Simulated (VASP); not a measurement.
A run of VASP 6.6.1 is set up as follows.

Contents of INCAR:

```
SYSTEM = K
  PREC = Accurate
  ENCUT = 520
  EDIFF = 1E-7
  ISMEAR = 0
  SIGMA = 0.05
  LREAL = .False.
  LASPH = .True.
  NELM = 100
  ALGO = Normal
  ISIF = 2
  LWAVE = .False.
  LCHARG = .False.
  GGA = PE
  NBANDS = 10
```

The input KPOINTS:

```
Automatic mesh
0
Gamma
  12 12 12
  0 0 0
```

File POSCAR:

```
K
1.0
   -2.6420469644      2.6420469644      2.6420469644
    2.6420469644     -2.6420469644      2.6420469644
    2.6420469644      2.6420469644     -2.6420469644
K
1
Direct
    0.0000000000      0.0000000000      0.0000000000
```

Potentials or basis: VASP PAW PBE potentials, release 64 (K_sv).

The run is started by

```console
$ cat potpaw_PBE.64/K_sv/POTCAR > POTCAR
$ mpirun -np 1 vasp_std > vasp.out
```

Q: What does it give for the pressure?

A: 0.0 GPa.
